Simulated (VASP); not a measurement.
Here is a VASP 6.6.1 calculation.

File INCAR:

```
SYSTEM = W
  PREC = Accurate
  ENCUT = 520
  EDIFF = 1E-6
  ISMEAR = 0
  SIGMA = 0.15
  LREAL = .FALSE.
  LASPH = .TRUE.
  NELM = 80
  ALGO = Fast
  ISIF = 2
  LWAVE = .FALSE.
  LCHARG = .TRUE.
  GGA = PE
  LELF = .TRUE.
  LVHAR = .TRUE.
  NBANDS = 13
```

KPOINTS

```
regular mesh
0
G
  20 20 20
  0 0 0
```

The input POSCAR:

```
W
1.0
   -1.5573675000      1.5573675000      1.5573675000
    1.5573675000     -1.5573675000      1.5573675000
    1.5573675000      1.5573675000     -1.5573675000
W
1
Direct
    0.0000000000      0.0000000000      0.0000000000
```

Potentials or basis: VASP PAW PBE potentials, release 64 (W_sv).

Launch:

```console
$ cat potpaw_PBE.64/W_sv/POTCAR > POTCAR
$ mpirun -np 1 vasp_std > vasp.out
```

Estimate the band gap on the k mesh.

zero (bands 7 and 8 overlap by 6.84 eV).

What does it give for the pressure?

23.7 GPa.

Caveat: the cell differs from its parent crystal (strain -0.025 along x and y, -0.025 along z); the cell stands under pressure; spin-orbit coupling is left out, which moves the levels of the heavy elements.
